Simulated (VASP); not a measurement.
A run of VASP 6.6.1 is set up as follows.

File INCAR:

```
PREC = Accurate ; ENCUT = 520
EDIFF = 1E-6 ; ISMEAR = 0
SIGMA = 0.1 ; LREAL = False
LASPH = True ; NELM = 150
ALGO = Normal ; ISIF = 2
LWAVE = False ; LCHARG = False
ISPIN = 2 ; MAGMOM = 7.52 7.47 -0.15 -0.15 -0.15
LORBIT = 11 ; LMAXMIX = 6
GGA = PE ; NBANDS = 38
```

The input KPOINTS:

```
regular mesh
0
Gamma
  8 8 8
```

File POSCAR:

```
EuGdS3
1.0
    5.2186707662      0.0000000000      0.0000000000
    0.0000000000      5.2186707662      0.0000000000
    0.0000000000      0.0000000000      5.2186707662
Eu Gd S
1 1 3
Direct
    0.0000000000      0.0000000000      0.0000000000
    0.5000000000      0.5000000000      0.5000000000
    0.5000000000      0.0000000000      0.5000000000
    0.5000000000      0.5000000000      0.0000000000
    0.0000000000      0.5000000000      0.5000000000
```

Potentials or basis: VASP PAW PBE potentials, release 64 (Eu, Gd, S).

Launch:

```sh
$ cat potpaw_PBE.64/Eu/POTCAR potpaw_PBE.64/Gd/POTCAR potpaw_PBE.64/S/POTCAR > POTCAR
$ mpirun -np 1 vasp_std > vasp.out
```

Predict the pressure.

-0.1 GPa.

Estimate the net moment.

13.13 μB per cell.

What does it give for the site moments?

Eu +6.57; Gd +6.71; S -0.16 μB.

 The state reached can hang on the start; a lower one may exist.
